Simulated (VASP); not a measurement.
# Co: single point with PBE

The system is Co.

```
CELL_PARAMETERS angstrom
2.49352 0.00000 0.00000
-1.24676 2.15945 0.00000
0.00000 0.00000 4.02778
ATOMIC_POSITIONS crystal
Co 0.33333 0.66667 0.25000
Co 0.66667 0.33333 0.75000
```

| Item | Value |
| --- | --- |
| Program | VASP 6.6.1 |
| Task | single point |
| Functional | PBE |
| Potentials or basis | VASP PAW PBE potentials, release 64 (Co) |
| Cutoff | 520 eV |
| k mesh | 14 × 14 × 8 |
| Occupations | methfessel-paxton, width 0.03 eV |
| Spin | collinear spin, ferromagnetic start |
| Starting moments | [1.69, 1.69] μB |
| Dipole correction | no |
| Further INCAR settings | ALGO = Normal; EDIFF = 1e-06; NBANDS = 20 |

- Pressure: -1.0 GPa
- Net moment: 3.15 μB per cell
- Site moments: Co +1.59 μB
- Valence electrons inside the program's atomic spheres: Co 8.28

Stress tensor (GPa, compression positive):
```
-1.05  0.00  0.00
 0.00 -1.05  0.00
 0.00  0.00 -0.94
```

Levels at points of the mesh, in eV from the Fermi level:
Spin up:
```csv
k point,band 8,band 9,band 10,band 11,band 12,band 13
"(0.00, 0.00, 0.00)",-1.92,-1.92,-0.81,-0.81,-0.06,6.39
"(0.50, 0.00, 0.00)",-0.69,-0.59,-0.54,1.31,3.32,9.71
"(0.00, 0.00, 0.50)",-2.64,-1.13,-1.13,-1.13,-1.13,15.07
"(0.50, 0.00, 0.50)",-1.05,-0.59,-0.59,1.61,1.61,7.27
```
Spin down:
```csv
k point,band 3,band 4,band 5,band 6,band 7,band 8,band 9,band 10,band 11,band 12
"(0.00, 0.00, 0.00)",-0.99,-0.97,-0.97,-0.61,-0.61,-0.18,-0.18,-0.13,1.04,1.04
"(0.50, 0.00, 0.00)",-3.25,-1.86,-1.13,-1.03,-0.62,1.16,1.30,1.32,2.52,4.28
"(0.00, 0.00, 0.50)",-1.54,-1.54,-1.04,-1.04,-1.04,-1.04,0.70,0.70,0.70,0.70
"(0.50, 0.00, 0.50)",-2.38,-2.38,-0.07,-0.07,0.24,0.24,1.26,1.26,2.20,2.20
```

It took 44 s on 1 thread of Intel(R) Xeon(R) 6975P-C (Granite Rapids), with other jobs on the host, peak memory 0.19 GiB.
